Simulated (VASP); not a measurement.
Here is a VASP 6.6.1 calculation.

INCAR

```
PREC = Accurate ; ENCUT = 520
EDIFF = 1E-6 ; ISMEAR = 0
SIGMA = 0.1 ; LREAL = F
LASPH = T ; NELM = 100
ALGO = Fast ; ISIF = 2
LWAVE = F ; LCHARG = T
GGA = PE ; LELF = T
LVHAR = T ; NBANDS = 28
```

KPOINTS

```
Automatic mesh
0
Gamma
  6 6 2
```

File POSCAR:

```
HfBO
1.0
    3.5581798200      0.0000000000      0.0000000000
   -1.7790899100      3.0814741200      0.0000000000
    0.0000000000      0.0000000000      7.6387100300
Hf B O
2 2 2
Direct
    0.0000000000      0.0000000000      0.2500000000
    0.0000000000      0.0000000000      0.7500000000
    0.0000000000      0.0000000000      0.0000000000
    0.0000000000      0.0000000000      0.5000000000
    0.3333333300      0.6666666700      0.7500000000
    0.6666666700      0.3333333300      0.2500000000
```

Potentials or basis: VASP PAW PBE potentials, release 64 (Hf_pv, B, O).

Command:

```bash
$ cat potpaw_PBE.64/Hf_pv/POTCAR potpaw_PBE.64/B/POTCAR potpaw_PBE.64/O/POTCAR > POTCAR
$ mpirun -np 1 vasp_std > vasp.out
```

Problem. What does it give for the band gap on the k mesh?

Solution. Zero (bands 19 and 20 overlap by 0.88 eV).

Problem. What does it give for the pressure?

Solution. 28.0 GPa.

Stress tensor (GPa, compression positive):
```
 4.25  0.00  0.00
 0.00  4.25  0.00
 0.00  0.00 75.64
```

Caveat: the k points lie up to 0.41 Å⁻¹ apart, too coarse for converged energies and pressures of a metal; spin-orbit coupling is left out, which moves the levels of the heavy elements.
